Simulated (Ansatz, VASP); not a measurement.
Si in VASP and in Ansatz

```
Si
1.0
     0.00000    2.70083    2.70083
     2.70083    0.00000    2.70083
     2.70083    2.70083    0.00000
Si
2
Direct
  0.50000 0.50000 0.50000
  0.75000 0.75000 0.75000
```

Alike in both runs: functional LDA; k mesh 10 × 10 × 10; occupations gaussian, width 0.02 eV; no spin polarisation.

Ansatz relaxed the structure, and its values are those at the end. VASP's run is a single point on that final structure, the one shown.

|  | VASP | Ansatz |
| --- | --- | --- |
| version | VASP 6.6.1 | Ansatz 0.2.0 |
| potentials or method | VASP PAW LDA potentials, release 64 (Si), cutoff 520 eV | scalar-relativistic, plane waves, PAW |
| valence electrons in the cell | 8 | 8 |

Ansatz gave:

```
gap on the k mesh at the Fermi level (eV) : 0.46
least direct gap on the mesh (eV)         : 2.53
pressure (GPa)                            : 0.0
```

Q: Which values does VASP return?

A: gap on the k mesh at the Fermi level (eV): 0.45; least direct gap on the mesh (eV): 2.53; pressure (GPa): 0.1.

Ansatz warns that its potentials were made for another functional, while VASP's fit it. LDA's correlation is that of Perdew and Zunger in VASP and of Perdew and Wang (1992) in Ansatz.
